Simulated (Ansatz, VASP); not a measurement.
# BeCoF4: VASP beside Ansatz

```xyz
6
Lattice="3.3900 0.0000 0.0000 0.0000 3.3900 0.0000 0.0000 0.0000 4.8757" Properties=species:S:1:pos:R:3 pbc="T T T"
Be    0.0000    0.0000    0.0000
Co    1.6950    1.6950    2.4379
F     1.6950    0.0000    1.1415
F     0.0000    1.6950    3.7343
F     1.6950    0.0000    3.7343
F     0.0000    1.6950    1.1415
```

Alike in both runs: functional PBE; k mesh 6 × 6 × 4; occupations gaussian, width 0.1 eV; collinear spin.

Ansatz relaxed the structure, and its values are those at the end. VASP's run is a single point on that final structure, the one shown.

```csv
,VASP,Ansatz
version,VASP 6.6.1,Ansatz 0.2.0
potentials or method,"VASP PAW PBE potentials, release 64 (Be, Co, F), cutoff 520 eV","scalar-relativistic, plane waves, PAW"
valence electrons in the cell,39,47
```

|  | VASP | Ansatz | Ansatz less VASP |
| --- | --- | --- | --- |
| gap on the k mesh at the Fermi level (eV) | 1.43 | 1.44 | +0.012 |
| least direct gap on the mesh (eV) | 1.45 | 1.47 | +0.015 |
| pressure (GPa) | -0.4 | 0.0 | +0.43 |
| net moment per atom (μB) | 0.50 | 0.50 | 0.000 |
| size of the moment on the site where the two differ most (μB) | 2.68 | 2.60 | -0.087 |

Site moments also hang on the region over which each program counts them. VASP's potentials hold 39 valence electrons a cell and Ansatz's 47, so a difference there can come from the potentials and not from the codes.
